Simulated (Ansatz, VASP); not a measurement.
Given: the input of a run of Ansatz 0.2.0 on Al2O3.

File input.yaml:

```yaml
crystal:
  lattice:
    - [2.9034269947, 0.0, 0.0]
    - [-1.4517134974, 2.5144415355, 0.0]
    - [0.0, 0.0, 9.398589073]
  atoms:
    - { symbol: Al, position: [0.0, 0.0, 0.85000767] }
    - { symbol: Al, position: [0.0, 0.0, 0.14999233] }
    - { symbol: O, position: [0.3333333333, 0.6666666667, 0.77768308] }
    - { symbol: O, position: [0.6666666667, 0.3333333333, 0.0] }
    - { symbol: O, position: [0.3333333333, 0.6666666667, 0.22231692] }
kpoints:
  mp_grid: { grid: [11, 11, 3] }
scf:
  occupations: { method: fermi_dirac, width: 0.05 }
hamiltonian:
  xc: pbesol
  pseudopotentials: { kind: all_electron, lapw: { basis_error: 0.001 } }
output:
  forces: true
  stress: true
  eigenvalues: true
```

Potentials or basis: all-electron LAPW, scalar-relativistic.

The run is started by

```console
$ ansatz run input.yaml --threads 4 --pin off --max-ram 12288MiB --backend cpu --events-out ev --progress --plain --runs-dir out
```

Problem. Set up the same calculation for VASP 6.6.1. Potentials there: VASP PAW PBE potentials, release 64 (Al, O).

Solution. As run (the cutoff follows the program's own potentials):

Contents of INCAR:

```
PREC = Accurate
ENCUT = 520
EDIFF = 1E-6
ISMEAR = -1
SIGMA = 0.05
LREAL = F
LASPH = T
NELM = 80
ALGO = Normal
ISIF = 2
LWAVE = F
LCHARG = F
GGA = PS
NBANDS = 20
```

File KPOINTS:

```
Automatic mesh
0
Gamma
  11 11 3
```

Contents of POSCAR:

```
Al2O3
1.0
    2.9034269947      0.0000000000      0.0000000000
   -1.4517134974      2.5144415355      0.0000000000
    0.0000000000      0.0000000000      9.3985890730
Al O
2 3
Direct
    0.0000000000      0.0000000000      0.8500076700
    0.0000000000      0.0000000000      0.1499923300
    0.3333333333      0.6666666667      0.7776830800
    0.6666666667      0.3333333333      0.0000000000
    0.3333333333      0.6666666667      0.2223169200
```

Potentials or basis: VASP PAW PBE potentials, release 64 (Al, O).

Launch:

```console
$ cat potpaw_PBE.64/Al/POTCAR potpaw_PBE.64/O/POTCAR > POTCAR
$ mpirun -np 1 vasp_std > vasp.out
```

Both were run:

|  | VASP | Ansatz | Ansatz less VASP |
| --- | --- | --- | --- |
| gap on the k mesh at the Fermi level (eV) | 4.57 | 4.60 | +0.034 |
| least direct gap on the mesh (eV) | 4.80 | 4.83 | +0.031 |
| pressure (GPa) | -5.4 | -5.5 | -0.11 |
| traceless stress, the component that is largest in VASP (GPa) | 1.48 | 1.72 | +0.247 |
| rms of the force components (eV/Å) | 0.133 | 0.124 | -0.0092 |

VASP's potentials were made for PBE, not for PBEsol. Atom by atom the forces differ by 0.023 eV/Å (rms over components). Ansatz ran all-electron here, and VASP with PAW potentials.
